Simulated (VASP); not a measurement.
# TaN (Fm-3m) in VASP: a series of runs, part 2 of 2

VASP 6.6.1.

**4. Vibrations by perturbation theory, PBEsol**

This run uses another cell than the first one, of 9.56 Å³/atom.

Contents of INCAR:

```
SYSTEM = TaN
ALGO = Normal
EDIFF = 1E-8
ENCUT = 520
GGA = PS
IBRION = 8
ISIF = 2
ISMEAR = -1
LASPH = .TRUE.
LCHARG = .TRUE.
LREAL = .FALSE.
LWAVE = .FALSE.
NBANDS = 15
NELM = 100
NSW = 1
PREC = Accurate
SIGMA = 0.15
```

Contents of KPOINTS:

```
k-points
0
G
  18 18 18
  0 0 0
```

Contents of POSCAR:

```
TaN
1.0
    0.0000000000      2.1223385791      2.1223385791
    2.1223385791      0.0000000000      2.1223385791
    2.1223385791      2.1223385791      0.0000000000
Ta N
1 1
Direct
    0.5000000000      0.5000000000      0.5000000000
    0.0000000000      0.0000000000      0.0000000000
```

Potentials or basis: VASP PAW PBE potentials, release 64 (Ta_pv, N).

The run is started by

```
cat potpaw_PBE.64/Ta_pv/POTCAR potpaw_PBE.64/N/POTCAR > POTCAR
mpirun -np 1 vasp_std > vasp.out
```

OUTCAR:

```text
SYSTEM = TaN
   EDIFF = 1E-8
   ENCUT = 520
   GGA = PS
   IBRION = 8
   ISIF = 2
   ISMEAR = -1
   LASPH = .TRUE.
   LREAL = .FALSE.
   NELM = 100
   NSW = 1
   PREC = Accurate

 ion  position               nearest neighbor table
   1  0.500  0.500  0.500-   2 2.12   2 2.12   2 2.12   2 2.12   2 2.12   2 2.12
   2  0.000  0.000  0.000-   1 2.12   1 2.12   1 2.12   1 2.12   1 2.12   1 2.12

  LATTYP: Found a face centered cubic cell.
 ALAT       =     4.2446771582

  Lattice vectors:

 A1 = (   0.0000000000,   2.1223385791,   2.1223385791)
 A2 = (   2.1223385791,   0.0000000000,   2.1223385791)
 A3 = (   2.1223385791,   2.1223385791,   0.0000000000)

Analysis of symmetry for initial positions (statically):
=====================================================================
[... 662 lines left out ...]

------------------------ aborting loop because EDIFF is reached ----------------------------------------

 INTERNAL STRAIN TENSOR  FOR ION    2  DIRECTION 1   (eV/Angst):
 -----------------------------------------------------------------------------
     0.04073  0.00000  0.00000
     0.00000 -0.01929  0.00000
    -0.00000  0.00000 -0.01929

 INTERNAL STRAIN TENSOR FOR ION    2 for displacements in x,y,z  (eV/Angst):
          X           Y           Z          XY          YZ          ZX
  --------------------------------------------------------------------------------
  x     0.00000     0.00000     0.00000     0.00000     0.00000     0.00000
  y     0.00000     0.00000     0.00000     0.00000     0.00000     0.00000
  z     0.00000     0.00000     0.00000     0.00000     0.00000     0.00000

 SECOND DERIVATIVES (NOT SYMMETRIZED)
 ------------------------------------
               1X          1Y          1Z          2X          2Y          2Z
  1X   -13.429006    0.000000    0.000000   13.429006    0.000000    0.000000
  1Y     0.000000  -13.429006    0.000000    0.000000   13.429006    0.000000
  1Z     0.000000    0.000000  -13.429006    0.000000    0.000000   13.429006
  2X    13.422709    0.000000    0.000000  -13.422709    0.000000    0.000000
  2Y     0.000000   13.422709    0.000000    0.000000  -13.422709    0.000000
  2Z     0.000000    0.000000   13.422709    0.000000    0.000000  -13.422709

 Eigenvectors and eigenvalues of the dynamical matrix
 ----------------------------------------------------

   1 f  =   15.888475 THz    99.830233 2PiTHz  529.982481 cm-1    65.709423 meV
             X         Y         Z           dx          dy          dz
      2.122339  2.122339  2.122339    -0.268049   -0.000000   -0.000000
      0.000000  0.000000  0.000000     0.963405   -0.000000   -0.000000
[... 21 lines left out ...]
   6 f/i=    0.000962 THz     0.006046 2PiTHz    0.032095 cm-1     0.003979 meV
             X         Y         Z           dx          dy          dz
      2.122339  2.122339  2.122339    -0.000577    0.072551   -0.960670
      0.000000  0.000000  0.000000    -0.000161    0.020186   -0.267287

--------------------------------------------------------------------------------------------------------

 ELASTIC MODULI CONTR FROM IONIC RELAXATION (kBar)
 Direction    XX          YY          ZZ          XY          YZ          ZX
 --------------------------------------------------------------------------------
 XX           0.0000      0.0000      0.0000      0.0000      0.0000      0.0000
 YY           0.0000      0.0000      0.0000      0.0000      0.0000      0.0000
 ZZ           0.0000      0.0000      0.0000      0.0000      0.0000      0.0000
 XY           0.0000      0.0000      0.0000      0.0000      0.0000      0.0000
 YZ           0.0000      0.0000      0.0000      0.0000      0.0000      0.0000
 ZX           0.0000      0.0000      0.0000      0.0000      0.0000      0.0000
 --------------------------------------------------------------------------------
```

OSZICAR:

```text
N       E                     dE             d eps       ncg     rms          rms(c)
DAV:   1     0.900835049664E+02    0.90084E+02   -0.88356E+03  5866   0.115E+03
DAV:   2    -0.231849201815E+02   -0.11327E+03   -0.10711E+03  7117   0.310E+02
DAV:   3    -0.258200118469E+02   -0.26351E+01   -0.26198E+01  6564   0.441E+01
DAV:   4    -0.258293709607E+02   -0.93591E-02   -0.93493E-02  7637   0.280E+00
[... 44 lines left out ...]
RMM:  10    -0.235711209891E+00    0.16374E-06    0.27504E-09 27760   0.393E-05    0.400E-06
RMM:  11    -0.235711230988E+00   -0.21097E-07   -0.30880E-09 25708   0.840E-06    0.862E-07
RMM:  12    -0.235711241875E+00   -0.10886E-07    0.84988E-10 19915   0.272E-06    0.125E-07
RMM:  13    -0.235711241817E+00    0.57376E-10   -0.39848E-10  9649   0.118E-06    0.706E-08
 Linear response finished
```

stdout:

```text
POSCAR found type information on POSCAR TaN
 POSCAR found :  2 types and       2 ions
 scaLAPACK will be used
 -----------------------------------------------------------------------------
|                                                                             |
|                                                                             |
|     You enforced a specific xc type in the INCAR file but a different       |
|     I HOPE YOU KNOW WHAT YOU ARE DOING!                                     |
|                                                                             |
 -----------------------------------------------------------------------------

 LDA part: xc-table for (Slater+PW92), standard interpolation
 POSCAR, INCAR and KPOINTS ok, starting setup
 FFT: planning ... GRIDC
 FFT: planning ... GRID_SOFT
 FFT: planning ... GRID
 WAVECAR not read
 entering main loop
 Linear response reoptimize wavefunctions to high precision
 Linear response DOF=           2
 Linear response progress:
 first order change of Fermi-energy   0.14076E-03
 force on displaced ion       1 direction 1 : -13.429   0.000   0.000
 Linear response progress:
 first order change of Fermi-energy  -0.24123E-03
 force on displaced ion       2 direction 1 : -13.423   0.000   0.000
 Linear response finished
```

Run time: 9.8 min. Hardware: 1 thread of Intel Xeon 8259CL, shared host; peak memory 0.4 GiB.

What came out:

```
Highest phonon frequency at Γ : 530 cm⁻¹
```

Phonon frequencies in cm⁻¹ (negative: imaginary):
```
              q point        frequencies
(0.000, 0.000, 0.000)  0 0 0 530 530 530
```

Caveat: the cell stands under pressure or tension, which shifts response properties; the PAW data sets were made with another functional, which shifts forces and pressure a little; spin-orbit coupling is left out, which moves the levels of the heavy elements.
